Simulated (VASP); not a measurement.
# BeB (Cmcm) in VASP: single point with PBE

Aim: the single point of BeB with PBE.

All numbers are computed with VASP 6.6.1; they aren't measurements. Logs are shortened: lines on timing, memory, paths and dates and some standing lists are left out, and cuts for length are marked.

## 1. The cell of the first run

It takes space group Cmcm (No. 63, orthorhombic). Conventional cell: a = 2.995 Å, b = 6.724 Å, c = 2.922 Å, α = 90.00°, β = 90.00°, γ = 90.00°. Within 2.6 Å of Be (site symmetry m2m) lie 7 B at 1.99 to 2.16 Å and 6 Be at 2.40 to 2.55 Å. B (site symmetry m2m) has 2 B at 1.69 Å and 7 Be at 1.99 to 2.16 Å within 2.2 Å.

## 2. Single point, PBE

INCAR reads:

```
SYSTEM = BeB
ALGO = Normal
EDIFF = 1E-6
ENCUT = 520
GGA = PE
ISIF = 2
ISMEAR = 0
LASPH = .True.
LCHARG = .False.
LREAL = .False.
LWAVE = .False.
NBANDS = 13
NELM = 60
PREC = Accurate
SIGMA = 0.1
```

KPOINTS reads:

```
k-points
0
Gamma
  16 16 16
  0 0 0
```

POSCAR reads:

```
BeB
1.0
    1.4974865810     -3.3619293036      0.0000000000
    1.4974865810      3.3619293036      0.0000000000
    0.0000000000      0.0000000000      2.9219697074
Be B
2 2
Direct
    0.8584462381      0.1415537619      0.2500000000
    0.1415537619      0.8584462381      0.7500000000
    0.5628511754      0.4371488246      0.2500000000
    0.4371488246      0.5628511754      0.7500000000
```

Potentials or basis: VASP PAW PBE potentials, release 64 (Be, B).

Started as:

```console
$ cat potpaw_PBE.64/Be/POTCAR potpaw_PBE.64/B/POTCAR > POTCAR
$ mpirun -np 1 vasp_std > vasp.out
```

OUTCAR:

```text
SYSTEM = BeB
   EDIFF = 1E-6
   ENCUT = 520
   GGA = PE
   ISIF = 2
   ISMEAR = 0
   LASPH = .True.
   LREAL = .False.
   NELM = 60
   PREC = Accurate

 ion  position               nearest neighbor table
   1  0.858  0.142  0.250-   3 1.99   3 2.03   3 2.03   4 2.16   4 2.16   4 2.16   4 2.16
   2  0.142  0.858  0.750-   4 1.99   4 2.03   4 2.03   3 2.16   3 2.16   3 2.16   3 2.16
   3  0.563  0.437  0.250-   4 1.69   4 1.69   1 1.99   1 2.03   1 2.03   2 2.16   2 2.16   2 2.16
                             2 2.16
   4  0.437  0.563  0.750-   3 1.69   3 1.69   2 1.99   2 2.03   2 2.03   1 2.16   1 2.16   1 2.16
                             1 2.16

  LATTYP: Found a base centered orthorhombic cell.
 ALAT       =     2.9949731620
 B/A-ratio  =     2.2450480333
 C/A-ratio  =     0.9756246715

  Lattice vectors:

 A1 = (   1.4974865810,  -3.3619293036,   0.0000000000)
 A2 = (   1.4974865810,   3.3619293036,   0.0000000000)
 A3 = (   0.0000000000,   0.0000000000,   2.9219697074)

Analysis of symmetry for initial positions (statically):
=====================================================================
 Subroutine PRICEL returns:
 Original cell was already a primitive cell.

 Routine SETGRP: Setting up the symmetry group for a
 base centered orthorhombic supercell.

 Subroutine GETGRP returns: Found  8 space group operations
 (whereof  4 operations were pure point group operations)
 out of a pool of  8 trial point group operations.

The static configuration has the point symmetry C_2h.
 The point group associated with its full space group is D_2h.

Analysis of symmetry for dynamics (positions and initial velocities):
=====================================================================
 Subroutine PRICEL returns:
 Original cell was already a primitive cell.

 Routine SETGRP: Setting up the symmetry group for a
 base centered orthorhombic supercell.

 Subroutine GETGRP returns: Found  8 space group operations
 (whereof  4 operations were pure point group operations)
 out of a pool of  8 trial point group operations.

The dynamic configuration has the point symmetry C_2h.
 The point group associated with its full space group is D_2h.

 Subroutine INISYM returns: Found  8 space group operations
 (whereof  4 operations are pure point group operations),
 and found     1 'primitive' translations

----------------------------------------------------------------------------------------

                                     Primitive cell

  volume of cell :      29.4210

  direct lattice vectors                    reciprocal lattice vectors
     1.497486581 -3.361929304  0.000000000     0.333892808 -0.148724127  0.000000000
     1.497486581  3.361929304  0.000000000     0.333892808  0.148724127  0.000000000
     0.000000000  0.000000000  2.921969707     0.000000000  0.000000000  0.342234896

  length of vectors
     3.680357958  3.680357958  2.921969707     0.365517815  0.365517815  0.342234896

  position of ions in fractional coordinates (direct lattice)
     0.858446238  0.141553762  0.250000000
     0.141553762  0.858446238  0.750000000
     0.562851175  0.437148825  0.250000000
     0.437148825  0.562851175  0.750000000

  ion indices of the primitive-cell ions
   primitive index   ion index
                 1           1
                 2           2
                 3           3
                 4           4

----------------------------------------------------------------------------------------

 KPOINTS: k-points

Automatic generation of k-mesh.
 Grid dimensions read from file:
 generate k-points for:   16   16   16

 Generating k-lattice:

  Cartesian coordinates                     Fractional coordinates (reciprocal lattice)
     0.020868301 -0.009295258  0.000000000     0.062500000  0.000000000  0.000000000
     0.020868301  0.009295258  0.000000000     0.000000000  0.062500000  0.000000000
     0.000000000  0.000000000  0.021389681     0.000000000  0.000000000  0.062500000

  Length of vectors
     0.022844863  0.022844863  0.021389681

  Shift w.r.t. Gamma in fractional coordinates (k-lattice)
     0.000000000  0.000000000  0.000000000

 Subroutine IBZKPT returns following result:
 ===========================================

 Found    657 irreducible k-points:

 Following reciprocal coordinates:
            Coordinates               Weight
  0.000000  0.000000  0.000000      1.000000
  0.062500  0.000000  0.000000      4.000000
  0.125000  0.000000  0.000000      4.000000
  0.187500  0.000000  0.000000      4.000000
  0.250000  0.000000  0.000000      4.000000
  0.312500  0.000000  0.000000      4.000000
[... 16 lines left out ...]
 -0.125000  0.062500  0.000000      4.000000
 -0.062500  0.062500  0.000000      2.000000
 [... further k-points ...]
   k-points           NKPTS =    657   k-points in BZ     NKDIM =    657   number of bands    NBANDS=     13
   number of dos      NEDOS =    301   number of ions     NIONS =      4
   total plane-waves  NPLWV =  18816
   dimension x,y,z NGX =    28 NGY =   28 NGZ =   24
   dimension x,y,z NGXF=    56 NGYF=   56 NGZF=   48
   ions per type =               2   2
   NGX,Y,Z   is equivalent  to a cutoff of  12.65, 12.65, 13.65 a.u.
   NGXF,Y,Z  is equivalent  to a cutoff of  25.30, 25.30, 27.31 a.u.
 SYSTEM =  BeB
   PREC   = accura    normal or accurate (medium, high low for compatibility)
   ISTART =      0    job   : 0-new  1-cont  2-samecut
   ICHARG =      2    charge: 1-file 2-atom 10-const
   ISPIN  =      1    spin polarized calculation?
   LNONCOLLINEAR =      F non collinear calculations
   LSORBIT =      F    spin-orbit coupling
   LASPH  =      T    aspherical Exc in radial PAW
   ENCUT  =  520.0 eV  38.22 Ry    6.18 a.u.   6.84  6.84  5.43*2*pi/ulx,y,z
   NELM   =     60;   NELMIN=  2; NELMDL= -5     # of ELM steps
   EDIFF  = 0.1E-05   stopping-criterion for ELM
   LREAL  =      F    real-space projection
   EDIFFG = 0.1E-04   stopping-criterion for IOM
   NSW    =      0    number of steps for IOM
   IBRION =     -1    ionic relax: 0-MD 1-quasi-New 2-CG
   NFREE  =      0    steps in history (QN), initial steepest desc. (CG)
   ISIF   =      2    stress and relaxation
   ISYM   =      2    0-nonsym 1-usesym 2-fastsym
   POTIM  = 0.5000    time-step for ionic-motion
   TEBEG  =    0.0;   TEEND  =   0.0 temperature during run
   PSTRESS=    0.0 pullay stress
   NELECT =      10.0000    total number of electrons
   NUPDOWN=      -1.0000    fix difference up-down
   EMIN   =  10.00;   EMAX   =-10.00  energy-range for DOS
   EFERMI =   0.00;   METHOD = LEGACY
   ISMEAR =     0;   SIGMA  =   0.10  broadening in eV -4-tet -1-fermi 0-gaus
   EFERMI_NEDOS =   21; number of points for ismear=-14 and -15
   IALGO  =     38    algorithm
   IMIX   =      4    mixing-type and parameters
     AMIX     =   0.40;   BMIX     =  1.00
     AMIX_MAG =   1.60;   BMIX_MAG =  1.00
  volume/ion in A,a.u.               =       7.36        49.64
  Fermi-wavevector in a.u.,A,eV,Ry     =   1.142499  2.159010 17.759733  1.305304
  Thomas-Fermi vector in A             =   2.279197
   LORBIT       =      0    0 simple, 1 ext, 2 COOP (PROOUT), +10 PAW based schemes
   GGA     = PE    functional components
   LHFCALC =     F    Hartree Fock is set to
   AEXX    =    0.0000 exact exchange contribution
   IVDW    =     0    specifies the selected vdW correction
   LEPSILON=     F    determine dielectric tensor
   LRPA    =     F    only Hartree local field effects (RPA)
 non-spin polarized calculation
 Gauss-broadening in eV      SIGMA  =   0.10
  energy-cutoff  :      520.00
  volume of cell :       29.42
 maximum number of plane-waves:       816
   NGX = 13   NGY = 13   NGZ = 11

 number of electron      10.0000000 magnetization

 Free energy of the ion-electron system (eV)
  ---------------------------------------------------
  ext. energy  EPLUGINS =         0.00000000
  ---------------------------------------------------
  free energy    TOTEN  =       -20.66252125 eV

  energy without entropy =      -20.65900183  energy(sigma->0) =      -20.66076154

 E-fermi :   6.6117     XC(G=0): -11.2761

 val. band max:        6.6073609338   @ k =   0.5000   0.2500   0.3750
 cond. band min:       6.6126422579   @ k =   0.5000   0.0625   0.2500
 fundamental gap:      0.0052813241
 Fermi energy:         6.6117236626

 k-point     1 :       0.0000    0.0000    0.0000
  band No.  band energies     occupation
      1      -7.0962      2.00000
      2       2.9587      2.00000
      3       3.4294      2.00000
      4       4.0162      2.00000
      5       5.0738      2.00000
      6       9.9263      0.00000
      7      11.1052      0.00000
      8      11.6950      0.00000
      9      15.5187      0.00000
     10      16.1243      0.00000
     11      16.2537      0.00000
     12      17.8989      0.00000
     13      21.0142      0.00000

 k-point     2 :       0.0625    0.0000    0.0000
  band No.  band energies     occupation
      1      -7.0409      2.00000
      2       2.7604      2.00000
      3       3.4834      2.00000
      4       4.2379      2.00000
      5       4.7100      2.00000
      6       9.5284      0.00000
      7      11.4049      0.00000
      8      12.1503      0.00000
      9      15.6806      0.00000
     10      15.7516      0.00000
     11      16.5929      0.00000
     12      17.8395      0.00000
     13      20.7284      0.00000

 k-point     3 :       0.1250    0.0000    0.0000
  band No.  band energies     occupation
      1      -6.8755      2.00000
      2       2.4016      2.00000
      3       3.6425      2.00000
      4       3.7643      2.00000
      5       4.6983      2.00000
      6       8.9312      0.00000
      7      11.8207      0.00000
      8      13.2728      0.00000
      9      15.1214      0.00000
     10      16.2830      0.00000
     11      16.8058      0.00000
     12      17.7781      0.00000
     13      20.2839      0.00000
[... 305 lines left out ...]
 k-point    23 :      -0.1250    0.0625    0.0000
  band No.  band energies     occupation
      1      -6.9761      2.00000
      2       1.7922      2.00000
      3       3.5426      2.00000
      4       4.5351      2.00000
      5       5.3152      2.00000
      6       9.8338      0.00000
      7      11.3609      0.00000
      8      12.2068      0.00000
      9      14.7677      0.00000
     10      15.8411      0.00000
     11      17.2621      0.00000
     12      17.7617      0.00000
     13      20.3732      0.00000

 k-point    24 :      -0.0625    0.0625    0.0000
  band No.  band energies     occupation
      1      -7.0637      2.00000
      2       2.2541      2.00000
      3       3.4595      2.00000
      4       4.7641      2.00000
      5       4.9953      2.00000
      6      10.0921      0.00000
      7      11.0639      0.00000
      8      11.7379      0.00000
      9      15.2498      0.00000
     10      15.5634      0.00000
     11      17.0245      0.00000
     12      17.8588      0.00000
     13      20.5973      0.00000

 [... further k-points ...]
[... 5 lines left out ...]
  --------------------------------------------------------------------------------------
  -------------------------------------------------------------------------------------
  Total        0.0228433      0.0374584      0.0382099      0.0000000      0.0000000      0.0000000
  in kB        1.2439758      2.0398709      2.0807922      0.0000000      0.0000000      0.0000000
  external PRESSURE =       1.7882130 kB  Pullay stress =       0.0000000 kB

 VOLUME and BASIS-vectors are now :
 -----------------------------------------------------------------------------
  energy-cutoff  :      520.00
  volume of cell :       29.42
      direct lattice vectors                 reciprocal lattice vectors
     1.497486581 -3.361929304  0.000000000     0.333892808 -0.148724127  0.000000000
     1.497486581  3.361929304  0.000000000     0.333892808  0.148724127  0.000000000
     0.000000000  0.000000000  2.921969707     0.000000000  0.000000000  0.342234896

 POSITION                                       TOTAL-FORCE (eV/Angst)
 -----------------------------------------------------------------------------------
      1.49749     -2.41014      0.73049         0.000000      0.005479     -0.000000
      1.49749      2.41014      2.19148         0.000000     -0.005479     -0.000000
      1.49749     -0.42260      0.73049         0.000000     -0.011407      0.000000
      1.49749      0.42260      2.19148         0.000000      0.011407     -0.000000
 -----------------------------------------------------------------------------------
    total drift:                               -0.000000     -0.000000     -0.000000

  FREE ENERGIE OF THE ION-ELECTRON SYSTEM (eV)
  ---------------------------------------------------
  free  energy   TOTEN  =       -20.6625212541 eV

  energy  without entropy=      -20.6590018253  energy(sigma->0) =      -20.66076154
```

Run time: 2.5 min. Hardware: 1 thread of Intel Xeon Platinum 8488C (Sapphire Rapids), shared host; peak memory 0.33 GiB.

What came out:

* Free energy: -20.6625 eV
* Pressure: 0.2 GPa
* Largest force: 0.011 eV/Å
* Band gap on the k mesh: zero (band 5 reaches 10.27 eV, above the bottom of band 6 at 3.83 eV)

Forces on the atoms (eV/Å):
```
Be   0.000  0.005  0.000
Be   0.000 -0.005  0.000
B    0.000 -0.011  0.000
B    0.000  0.011  0.000
```
